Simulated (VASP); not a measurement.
Wanted: the native input for a VASP 6.6.1 run.

```yaml
Task: single point
Functional: PBE
Potentials_or_basis: VASP PAW PBE potentials, release 64 (Ga_d, Si, S)
Cutoff: 520 eV
k_mesh: 4 × 4 × 2
Occupations: gaussian, width 0.1 eV
Spin: no spin polarisation
Dipole_correction: no
Further_INCAR_settings: ALGO = Normal; EDIFF = 1e-07; NBANDS = 46
```

The structure of Ga2SiS lies in POSCAR:

```
Ga2SiS
1.0
    4.0752435439      0.0000000000      0.0000000000
    0.0000000000      4.0752435439      0.0000000000
    0.0000000000      0.0000000000     10.7879151123
Ga Si S
4 2 2
Direct
    0.0000000000      0.5000000000      0.1152401133
    0.0000000000      0.5000000000      0.6152401133
    0.5000000000      0.0000000000      0.3847598867
    0.5000000000      0.0000000000      0.8847598867
    0.0000000000      0.0000000000      0.5000000000
    0.0000000000      0.0000000000      1.0000000000
    0.5000000000      0.5000000000      0.2500000000
    0.5000000000      0.5000000000      0.7500000000
```

These files were run (other wordings do the same):

INCAR

```
PREC = Accurate
ENCUT = 520
EDIFF = 1E-7
ISMEAR = 0
SIGMA = 0.1
LREAL = False
LASPH = True
NELM = 60
ALGO = Normal
ISIF = 2
LWAVE = False
LCHARG = False
GGA = PE
NBANDS = 46
```

KPOINTS

```
regular mesh
0
Gamma
  4 4 2
```

Potentials or basis: VASP PAW PBE potentials, release 64 (Ga_d, Si, S).

The run is started by

```bash
$ cat potpaw_PBE.64/Ga_d/POTCAR potpaw_PBE.64/Si/POTCAR potpaw_PBE.64/S/POTCAR > POTCAR
$ mpirun -np 1 vasp_std > vasp.out
```

It gave:

The pressure is 0.0 GPa and the largest force is 0.047 eV/Å. The band gap on the k mesh is 0.33 eV.

It took 110 s on 1 thread of Intel(R) Xeon(R) 6975P-C (Granite Rapids), on a shared host, peak memory 0.29 GiB.
